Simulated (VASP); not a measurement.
**C: single point with RPBE+D4**

Crystal: C.

```
C
1.0
     0.00000    1.77492    1.77492
     1.77492    0.00000    1.77492
     1.77492    1.77492    0.00000
C
2
Direct
  0.75000 0.75000 0.75000
  0.50000 0.50000 0.50000
```

| Quantity | Value |
| --- | --- |
| Program | VASP 6.6.1 |
| Task | single point |
| Functional | RPBE |
| Dispersion | D4 |
| Potentials or basis | VASP PAW PBE potentials, release 64 (C) |
| Cutoff | 520 eV |
| k mesh | 13 × 13 × 13 |
| Occupations | fermi-dirac, width 0.05 eV |
| Spin | no spin polarisation |
| Dipole correction | no |
| Further INCAR settings | ALGO = Normal; EDIFF = 1e-06; NBANDS = 11 |

The pressure is 0.7 GPa, the band gap on the k mesh is 4.17 eV, indirect (least direct gap 5.63 eV) and the dispersion energy per atom is -0.539 eV.

Levels at points of the mesh, in eV from the valence-band top:
| k point | band 1 | band 2 | band 3 | band 4 | band 5 | band 6 | band 7 | band 8 | band 9 |
| --- | --- | --- | --- | --- | --- | --- | --- | --- | --- |
| (0.00, 0.00, 0.00) | -21.75 | 0.00 | 0.00 | 0.00 | 5.63 | 5.63 | 5.63 | 13.60 | 19.59 |

Run time: 22 s on 1 thread of AMD EPYC 7R13, with other jobs on the host, peak memory 0.09 GiB.

Caveat: the PAW data sets were made with another functional, which shifts forces and pressure a little. As with any semilocal functional, this RPBE gap is likely too small.
